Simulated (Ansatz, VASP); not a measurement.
**One calculation of CdS, two programs**

The input POSCAR:

```
CdS
1.0
   -0.1117411467      2.9156501417      2.9156501417
    2.9156501417     -0.1117411467      2.9156501417
    2.9156501417      2.9156501417     -0.1117411467
Cd S
1 1
Direct
   -0.0041322024     -0.0041322024     -0.0041322024
    0.2541322024      0.2541322024      0.2541322024
```

File INCAR.step1:

```
PREC = Accurate
ENCUT = 520
ISMEAR = -1
SIGMA = 0.02
LREAL = False
LASPH = True
NELM = 150
LNONCOLLINEAR = True
MAGMOM = 0 0 0 0 0 0
LSORBIT = True
GGA_COMPAT = False
NBANDS = 30
GGA = PE
ALGO = Normal
EDIFF = 1E-4
LWAVE = True
LCHARG = False
```

File INCAR.step2:

```
PREC = Accurate
ENCUT = 520
EDIFF = 1E-7
ISMEAR = -1
SIGMA = 0.02
LREAL = False
LASPH = True
NELM = 150
ALGO = Normal
ISIF = 2
LWAVE = False
LCHARG = False
LNONCOLLINEAR = True
MAGMOM = 0 0 0 0 0 0
LORBIT = 11
LSORBIT = True
GGA_COMPAT = False
LORBMOM = True
METAGGA = R2SCAN
LMIXTAU = True
NBANDS = 30
ISTART = 1
```

Contents of KPOINTS:

```
regular mesh
0
Gamma
  8 8 8
```

Input for Ansatz:

```yaml
crystal:
  lattice:
    - [-0.1117411467, 2.9156501417, 2.9156501417]
    - [2.9156501417, -0.1117411467, 2.9156501417]
    - [2.9156501417, 2.9156501417, -0.1117411467]
  atoms:
    - { symbol: Cd, position: [-0.0041322024, -0.0041322024, -0.0041322024] }
    - { symbol: S, position: [0.2541322024, 0.2541322024, 0.2541322024] }
kpoints:
  mp_grid: { grid: [8, 8, 8] }
  band_path:
    path:
      - [0.0, 0.0, 0.0]
      - [-0.5, -0.5, 0.0]
      - [-0.375, -0.375, 0.25]
      - [-0.375, 0.0, 0.375]
      - [0.0, 0.0, 0.5]
      - [-0.5, -0.25, 0.25]
    npoints: 1
hamiltonian:
  xc: r2scan
scf:
  occupations: { method: fermi_dirac, width: 0.02 }
  n_extra_bands: 8
magnetization:
  noncollinear: true
  spin_orbit: true
output:
  forces: true
  stress: true
  eigenvalues: true
```

Change from the starting cell: epitaxial_111 strain +3.0%.

Alike in both runs: task single point; functional r2SCAN; k mesh 8 × 8 × 8; occupations fermi-dirac, width 0.02 eV; non-collinear spin, spin-orbit coupling.

|  | VASP | Ansatz |
| --- | --- | --- |
| version | VASP 6.6.1 | Ansatz 0.2.0 |
| potentials or method | VASP PAW PBE potentials, release 64 (Cd, S) | plane waves, PAW |
| plane-wave cutoff (eV) | 520 | 500 |
| valence electrons in the cell | 18 | 26 |

```tsv
	VASP	Ansatz	Ansatz less VASP
pressure (GPa)	-1.7	-2.0	-0.28
traceless stress, the component that is largest in VASP (GPa)	0.96	0.95	-0.008
net moment per atom (μB)	0.00	0.00	0.000
```

VASP's potentials were made for PBE, not for r2SCAN. VASP's potentials hold 18 valence electrons a cell and Ansatz's 26, so a difference there can come from the potentials and not from the codes.
